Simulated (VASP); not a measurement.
# Gd (P6_3/mmc) in VASP: a series of runs

Gd is run at these levels: PBE; tasks: single point.

All numbers are computed with VASP 6.6.1; they aren't measurements. Logs are shortened: lines on timing, memory, paths and dates and some standing lists are left out, and cuts for length are marked.

### 1 The cell of the first run

It takes space group P6_3/mmc (No. 194, hexagonal). Conventional cell: a = 3.636 Å, b = 3.636 Å, c = 5.783 Å, α = 90.00°, β = 90.00°, γ = 120.00°. Gd (site symmetry -6m2) has 12 Gd at 3.57 to 3.64 Å within 4.7 Å.

### 2 Single point, PBE, collinear spin, ferromagnetic start

INCAR

```
PREC = Accurate
ENCUT = 520
EDIFF = 1E-6
ISMEAR = -1
SIGMA = 0.05
LREAL = False
LASPH = True
NELM = 150
ALGO = Normal
ISIF = 2
LWAVE = False
LCHARG = False
ISPIN = 2
MAGMOM = 8.4 8.4
LORBIT = 11
LMAXMIX = 6
GGA = PE
NBANDS = 29
```

KPOINTS

```
regular mesh
0
Gamma
  10 10 5
```

POSCAR

```
Gd
1.0
    3.6360000000      0.0000000000      0.0000000000
   -1.8180000000      3.1488680000      0.0000000000
    0.0000000000      0.0000000000      5.7826000000
Gd
2
Direct
    0.3333333333      0.6666666667      0.2500000000
    0.6666666667      0.3333333333      0.7500000000
```

Potentials or basis: VASP PAW PBE potentials, release 64 (Gd).

Launch:

```sh
$ cat potpaw_PBE.64/Gd/POTCAR > POTCAR
$ mpirun -np 1 vasp_std > vasp.out
```

OUTCAR:

```text
PREC = Accurate
   ENCUT = 520
   EDIFF = 1E-6
   ISMEAR = -1
   LREAL = False
   LASPH = True
   NELM = 150
   ISIF = 2
   ISPIN = 2
   LORBIT = 11
   GGA = PE

 ion  position               nearest neighbor table
   1  0.333  0.667  0.250-
   2  0.667  0.333  0.750-

  LATTYP: Found a hexagonal cell.
 ALAT       =     3.6360000000
 C/A-ratio  =     1.5903740374

  Lattice vectors:

 A1 = (   3.6360000000,   0.0000000000,   0.0000000000)
 A2 = (  -1.8180000000,   3.1488680000,   0.0000000000)
 A3 = (   0.0000000000,   0.0000000000,   5.7826000000)

Analysis of symmetry for initial positions (statically):
=====================================================================
 Subroutine PRICEL returns:
 Original cell was already a primitive cell.

 Routine SETGRP: Setting up the symmetry group for a
 hexagonal supercell.

 Subroutine GETGRP returns: Found 24 space group operations
 (whereof 12 operations were pure point group operations)
 out of a pool of 24 trial point group operations.

The static configuration has the point symmetry D_3d.
 The point group associated with its full space group is D_6h.

Analysis of symmetry for dynamics (positions and initial velocities):
=====================================================================
 Subroutine PRICEL returns:
 Original cell was already a primitive cell.

 Routine SETGRP: Setting up the symmetry group for a
 hexagonal supercell.

 Subroutine GETGRP returns: Found 24 space group operations
 (whereof 12 operations were pure point group operations)
 out of a pool of 24 trial point group operations.

The dynamic configuration has the point symmetry D_3d.
 The point group associated with its full space group is D_6h.

Analysis of structural, dynamic, and magnetic symmetry:
=====================================================================
 Subroutine PRICEL returns:
 Original cell was already a primitive cell.

 Routine SETGRP: Setting up the symmetry group for a
 hexagonal supercell.

 Subroutine GETGRP returns: Found 24 space group operations
 (whereof 12 operations were pure point group operations)
 out of a pool of 24 trial point group operations.

The overall configuration has the point symmetry D_3d.
 The point group associated with its full space group is D_6h.

 Subroutine INISYM returns: Found 24 space group operations
 (whereof 12 operations are pure point group operations),
 and found     1 'primitive' translations

----------------------------------------------------------------------------------------

                                     Primitive cell

  volume of cell :      66.2066

  direct lattice vectors                    reciprocal lattice vectors
     3.636000000  0.000000000  0.000000000     0.275027503  0.158787221  0.000000000
    -1.818000000  3.148868000  0.000000000     0.000000000  0.317574443  0.000000000
     0.000000000  0.000000000  5.782600000     0.000000000  0.000000000  0.172932591

  length of vectors
     3.636000000  3.635999681  5.782600000     0.317574415  0.317574443  0.172932591

  position of ions in fractional coordinates (direct lattice)
     0.333333333  0.666666667  0.250000000
     0.666666667  0.333333333  0.750000000

  ion indices of the primitive-cell ions
   primitive index   ion index
                 1           1
                 2           2

----------------------------------------------------------------------------------------

 KPOINTS: regular mesh

Automatic generation of k-mesh.
 Grid dimensions read from file:
 generate k-points for:   10   10    5

 Generating k-lattice:

  Cartesian coordinates                     Fractional coordinates (reciprocal lattice)
     0.027502750  0.015878722  0.000000000     0.100000000  0.000000000  0.000000000
     0.000000000  0.031757444  0.000000000     0.000000000  0.100000000  0.000000000
     0.000000000  0.000000000  0.034586518     0.000000000  0.000000000  0.200000000

  Length of vectors
     0.031757441  0.031757444  0.034586518

  Shift w.r.t. Gamma in fractional coordinates (k-lattice)
     0.000000000  0.000000000  0.000000000

 Subroutine IBZKPT returns following result:
 ===========================================

 Found     42 irreducible k-points:

 Following reciprocal coordinates:
            Coordinates               Weight
  0.000000  0.000000  0.000000      1.000000
  0.100000  0.000000  0.000000      6.000000
  0.200000  0.000000  0.000000      6.000000
  0.300000  0.000000  0.000000      6.000000
  0.400000 -0.000000  0.000000      6.000000
  0.500000  0.000000  0.000000      3.000000
[... 16 lines left out ...]
  0.300000  0.100000  0.200000     24.000000
  0.400000  0.100000  0.200000     24.000000
 [... further k-points ...]
   k-points           NKPTS =     42   k-points in BZ     NKDIM =     42   number of bands    NBANDS=     29
   number of dos      NEDOS =    301   number of ions     NIONS =      2
   total plane-waves  NPLWV =  37632
   dimension x,y,z NGX =    28 NGY =   28 NGZ =   48
   dimension x,y,z NGXF=    56 NGYF=   56 NGZF=   96
   ions per type =               2
   NGX,Y,Z   is equivalent  to a cutoff of  12.80, 12.80, 13.80 a.u.
   NGXF,Y,Z  is equivalent  to a cutoff of  25.60, 25.60, 27.60 a.u.
 SYSTEM =  unknown system
   PREC   = accura    normal or accurate (medium, high low for compatibility)
   ISTART =      0    job   : 0-new  1-cont  2-samecut
   ICHARG =      2    charge: 1-file 2-atom 10-const
   ISPIN  =      2    spin polarized calculation?
   LNONCOLLINEAR =      F non collinear calculations
   LSORBIT =      F    spin-orbit coupling
   LASPH  =      T    aspherical Exc in radial PAW
   ENCUT  =  520.0 eV  38.22 Ry    6.18 a.u.   6.76  6.76 10.75*2*pi/ulx,y,z
   NELM   =    150;   NELMIN=  2; NELMDL= -5     # of ELM steps
   EDIFF  = 0.1E-05   stopping-criterion for ELM
   LREAL  =      F    real-space projection
   EDIFFG = 0.1E-04   stopping-criterion for IOM
   NSW    =      0    number of steps for IOM
   IBRION =     -1    ionic relax: 0-MD 1-quasi-New 2-CG
   NFREE  =      0    steps in history (QN), initial steepest desc. (CG)
   ISIF   =      2    stress and relaxation
   ISYM   =      2    0-nonsym 1-usesym 2-fastsym
   POTIM  = 0.5000    time-step for ionic-motion
   TEBEG  =    0.0;   TEEND  =   0.0 temperature during run
   PSTRESS=    0.0 pullay stress
   NELECT =      36.0000    total number of electrons
   NUPDOWN=      -1.0000    fix difference up-down
   EMIN   =  10.00;   EMAX   =-10.00  energy-range for DOS
   EFERMI =   0.00;   METHOD = LEGACY
   ISMEAR =    -1;   SIGMA  =   0.05  broadening in eV -4-tet -1-fermi 0-gaus
   EFERMI_NEDOS =   21; number of points for ismear=-14 and -15
   IALGO  =     38    algorithm
   IMIX   =      4    mixing-type and parameters
     AMIX     =   0.40;   BMIX     =  1.00
     AMIX_MAG =   1.60;   BMIX_MAG =  1.00
  volume/ion in A,a.u.               =      33.10       223.39
  Fermi-wavevector in a.u.,A,eV,Ry     =   1.336211  2.525073 24.292670  1.785461
  Thomas-Fermi vector in A             =   2.464856
   LORBIT       =     11    0 simple, 1 ext, 2 COOP (PROOUT), +10 PAW based schemes
   GGA     = PE    functional components
   LHFCALC =     F    Hartree Fock is set to
   AEXX    =    0.0000 exact exchange contribution
   IVDW    =     0    specifies the selected vdW correction
   LEPSILON=     F    determine dielectric tensor
   LRPA    =     F    only Hartree local field effects (RPA)
 spin polarized calculation
  energy-cutoff  :      520.00
  volume of cell :       66.21
 maximum number of plane-waves:      1797
 NGX is ok and might be reduce to    28
   NGX = 13   NGY = 13   NGZ = 21

 number of electron      36.0000005 magnetization      15.3152628

 Free energy of the ion-electron system (eV)
  ---------------------------------------------------
  ext. energy  EPLUGINS =         0.00000000
  ---------------------------------------------------
  free energy    TOTEN  =       -23.42187955 eV

  energy without entropy =      -23.39390233  energy(sigma->0) =      -23.40789094

 E-fermi :   2.9564     XC(G=0):  -9.9690

 val. band max:        2.9477386417   @ k =   0.2000   0.1000   0.4000
 cond. band min:       2.9567714396   @ k =   0.5000   0.0000   0.2000
 fundamental gap:      0.0090327980
 Fermi energy:         2.9564448299

 spin component 1

 k-point     1 :       0.0000    0.0000    0.0000
  band No.  band energies     occupation
      1     -42.3514      1.00000
      2     -42.2823      1.00000
      3     -20.0948      1.00000
      4     -19.4819      1.00000
      5     -19.4819      1.00000
      6     -19.3758      1.00000
[... 21 lines left out ...]
     28       4.4550      0.00000
     29       4.9117      0.00000
[... 705 lines left out ...]
 k-point    24 :       0.4000    0.1000    0.2000
  band No.  band energies     occupation
      1     -42.2896      1.00000
      2     -42.2711      1.00000
      3     -19.9946      1.00000
      4     -19.8911      1.00000
      5     -19.7161      1.00000
      6     -19.6267      1.00000
[... 21 lines left out ...]
     28       4.1967      0.00000
     29       4.7213      0.00000

 [... further k-points ...]

 spin component 2

 k-point     1 :       0.0000    0.0000    0.0000
  band No.  band energies     occupation
      1     -39.1053      1.00000
      2     -39.0185      1.00000
      3     -17.8474      1.00000
      4     -17.0968      1.00000
      5     -17.0968      1.00000
      6     -16.9721      1.00000
[... 21 lines left out ...]
     28       5.6692      0.00000
     29       6.1342      0.00000
[... 705 lines left out ...]
 k-point    24 :       0.4000    0.1000    0.2000
  band No.  band energies     occupation
      1     -39.0273      1.00000
      2     -39.0042      1.00000
      3     -17.7214      1.00000
      4     -17.5932      1.00000
      5     -17.3881      1.00000
      6     -17.2737      1.00000
[... 21 lines left out ...]
     28       5.4265      0.00000
     29       5.8213      0.00000

 [... further k-points ...]

------------------------ aborting loop because EDIFF is reached ----------------------------------------

  FORCE on cell =-STRESS in cart. coord.  units (eV):
  Direction    XX          YY          ZZ          XY          YZ          ZX
  --------------------------------------------------------------------------------------
  -------------------------------------------------------------------------------------
  Total        0.1332361      0.1332361      0.2445806     -0.0000000      0.0000000      0.0000000
  in kB        3.2242670      3.2242662      5.9187660     -0.0000000      0.0000000      0.0000000
  external PRESSURE =       4.1224330 kB  Pullay stress =       0.0000000 kB

 VOLUME and BASIS-vectors are now :
 -----------------------------------------------------------------------------
  energy-cutoff  :      520.00
  volume of cell :       66.21
      direct lattice vectors                 reciprocal lattice vectors
     3.636000000  0.000000000  0.000000000     0.275027503  0.158787221  0.000000000
    -1.818000000  3.148868000  0.000000000     0.000000000  0.317574443  0.000000000
     0.000000000  0.000000000  5.782600000     0.000000000  0.000000000  0.172932591

 POSITION                                       TOTAL-FORCE (eV/Angst)
 -----------------------------------------------------------------------------------
     -0.00000      2.09925      1.44565         0.000000      0.000000     -0.000000
      1.81800      1.04962      4.33695        -0.000000     -0.000000      0.000000
 -----------------------------------------------------------------------------------
    total drift:                               -0.000000      0.000000     -0.000000

  FREE ENERGIE OF THE ION-ELECTRON SYSTEM (eV)
  ---------------------------------------------------
  free  energy   TOTEN  =       -23.4218795519 eV

  energy  without entropy=      -23.3939023349  energy(sigma->0) =      -23.40789094

 total charge

# of ion       s       p       d       f       tot
--------------------------------------------------
    1        2.074   5.568   0.573   6.978  15.192
    2        2.074   5.568   0.573   6.978  15.192
--------------------------------------------------
tot          4.147  11.135   1.145  13.956  30.384

 magnetization (x)

# of ion       s       p       d       f       tot
--------------------------------------------------
    1        0.004  -0.051   0.224   6.825   7.003
    2        0.004  -0.051   0.224   6.825   7.003
--------------------------------------------------
tot          0.008  -0.102   0.449  13.651  14.005
```

It took 7.7 min on 1 thread of Intel Xeon Platinum 8175M at 2.50GHz (Skylake/Cascade Lake), shared host; peak memory 0.3 GiB.

What came out:

| Quantity | Value |
| --- | --- |
| Free energy | -23.4219 eV |
| Pressure | 0.4 GPa |
| Net moment | 15.32 μB per cell |
| Site moments | Gd +7.00 μB |
| Valence electrons inside the program's atomic spheres | Gd 15.19 |

Levels at points of the mesh, in eV from the Fermi level:
Spin up:
```tsv
k point	band 22	band 23	band 24	band 25	band 26	band 27	band 28	band 29
(0.00, 0.00, 0.00)	-4.79	-4.78	-2.49	1.04	1.33	1.33	1.50	1.96
(0.50, 0.00, 0.00)	-4.79	-2.17	-1.75	-1.29	-0.11	1.07	1.09	1.78
```
Spin down:
```
           k point  band 6  band 7  band 8  band 9  band 10  band 11  band 12  band 13  band 14  band 15
(0.00, 0.00, 0.00)  -19.93  -19.93  -19.92   -4.15    -1.41     0.34     0.37     0.43     0.48     0.48
(0.50, 0.00, 0.00)  -20.24  -20.14  -20.02   -1.04    -0.88    -0.57     0.37     0.44     0.50     0.50
```

Caveat: spin-orbit coupling is left out, which moves the levels of the heavy elements; semilocal functionals describe open f shells poorly, which spoils levels, moments and volumes.

### 3 Single point, PBE, collinear spin, antiferromagnetic start

INCAR

```
SYSTEM = Gd
  PREC = Accurate
  ENCUT = 520
  EDIFF = 1E-7
  ISMEAR = -1
  SIGMA = 0.05
  LREAL = .FALSE.
  LASPH = .TRUE.
  NELM = 150
  ALGO = Normal
  ISIF = 2
  LWAVE = .FALSE.
  LCHARG = .FALSE.
  ISPIN = 2
  MAGMOM = 8.4 -8.4
  LORBIT = 11
  LMAXMIX = 6
  GGA = PE
  NBANDS = 29
```

KPOINTS

```
Automatic mesh
0
G
  10 10 5
  0 0 0
```

POSCAR is that of step 2.

Potentials or basis: VASP PAW PBE potentials, release 64 (Gd).

Launch:

```sh
$ cat potpaw_PBE.64/Gd/POTCAR > POTCAR
$ mpirun -np 1 vasp_std > vasp.out
```

OUTCAR:

```text
SYSTEM = Gd
   PREC = Accurate
   ENCUT = 520
   EDIFF = 1E-7
   ISMEAR = -1
   LREAL = .FALSE.
   LASPH = .TRUE.
   NELM = 150
   ISIF = 2
   ISPIN = 2
   LORBIT = 11
   GGA = PE

 ion  position               nearest neighbor table
   1  0.333  0.667  0.250-
   2  0.667  0.333  0.750-

  LATTYP: Found a hexagonal cell.
 ALAT       =     3.6360000000
 C/A-ratio  =     1.5903740374
[... 1758 lines left out ...]
  in kB       -3.5679910     -3.5679902      1.2068187      0.0000000     -0.0000000      0.0000000
  external PRESSURE =      -1.9763875 kB  Pullay stress =       0.0000000 kB

 VOLUME and BASIS-vectors are now :
 -----------------------------------------------------------------------------
  energy-cutoff  :      520.00
  volume of cell :       66.21
      direct lattice vectors                 reciprocal lattice vectors
     3.636000000  0.000000000  0.000000000     0.275027503  0.158787221  0.000000000
    -1.818000000  3.148868000  0.000000000     0.000000000  0.317574443  0.000000000
     0.000000000  0.000000000  5.782600000     0.000000000  0.000000000  0.172932591

 POSITION                                       TOTAL-FORCE (eV/Angst)
 -----------------------------------------------------------------------------------
     -0.00000      2.09925      1.44565        -0.000000     -0.000000      0.000000
      1.81800      1.04962      4.33695         0.000000      0.000000      0.000000
 -----------------------------------------------------------------------------------
    total drift:                               -0.000000      0.000000     -0.000000

  FREE ENERGIE OF THE ION-ELECTRON SYSTEM (eV)
  ---------------------------------------------------
  free  energy   TOTEN  =       -23.4380788512 eV

  energy  without entropy=      -23.4113316446  energy(sigma->0) =      -23.42470525

 total charge

# of ion       s       p       d       f       tot
--------------------------------------------------
    1        2.074   5.562   0.574   6.996  15.206
    2        2.074   5.562   0.574   6.996  15.206
--------------------------------------------------
tot          4.149  11.123   1.148  13.993  30.413

 magnetization (x)

# of ion       s       p       d       f       tot
--------------------------------------------------
    1        0.009  -0.070   0.197   6.800   6.935
    2       -0.009   0.070  -0.197  -6.800  -6.935
--------------------------------------------------
tot          0.000   0.000  -0.000  -0.000  -0.000
```

OSZICAR:

```text
N       E                     dE             d eps       ncg     rms          rms(c)
DAV:   1     0.258313407477E+03    0.25831E+03   -0.11719E+04  6829   0.599E+03
DAV:   2     0.425545653419E+02   -0.21576E+03   -0.19587E+03  6568   0.451E+02
[... 32 lines left out ...]
DAV:  35    -0.234380816694E+02    0.10069E-05   -0.39446E-06  9635   0.209E-02    0.765E-02
DAV:  36    -0.234380809226E+02    0.74675E-06   -0.67092E-07  7113   0.156E-02    0.674E-02
DAV:  37    -0.234380799094E+02    0.10132E-05   -0.12172E-06  7659   0.219E-02    0.565E-02
DAV:  38    -0.234380793488E+02    0.56066E-06   -0.10083E-06  7891   0.176E-02    0.369E-02
DAV:  39    -0.234380788953E+02    0.45348E-06   -0.89035E-07  6534   0.211E-02    0.186E-02
DAV:  40    -0.234380788512E+02    0.44085E-07   -0.18839E-07  4047   0.755E-03
   1 F= -.23438079E+02 E0= -.23424705E+02  d E =-.267472E-01  mag=     0.0000
```

It took 11 min on 1 thread of Intel Xeon Platinum 8175M at 2.50GHz (Skylake/Cascade Lake), shared host; peak memory 0.31 GiB.

What came out:

```
Free energy                                           : -23.4381 eV
Pressure                                              : -0.2 GPa
Band gap on the k mesh                                : zero (filled and empty bands overlap)
Net moment                                            : 0.00 μB per cell
Site moments                                          : Gd +6.93, -6.93 μB
Valence electrons inside the program's atomic spheres : Gd 15.21
```

Levels at points of the mesh, in eV from the Fermi level:
Spin up:
```tsv
k point	band 16	band 17	band 18	band 19	band 20	band 21
(0.00, 0.00, 0.00)	-4.62	-1.91	0.50	0.54	0.63	0.63
(0.50, 0.00, 0.00)	-1.79	-1.09	-0.90	0.31	0.58	0.64
```
Spin down:
| k point | band 14 | band 15 | band 16 | band 17 | band 18 | band 19 | band 20 | band 21 | band 22 | band 23 |
| --- | --- | --- | --- | --- | --- | --- | --- | --- | --- | --- |
| (0.00, 0.00, 0.00) | -4.65 | -4.64 | -4.62 | -1.91 | 0.50 | 0.54 | 0.63 | 0.63 | 0.71 | 0.71 |
| (0.50, 0.00, 0.00) | -4.64 | -4.62 | -1.79 | -1.09 | -0.90 | 0.31 | 0.58 | 0.64 | 0.67 | 0.72 |

Caveat: spin-orbit coupling is left out, which moves the levels of the heavy elements; semilocal functionals describe open f shells poorly, which spoils levels, moments and volumes.
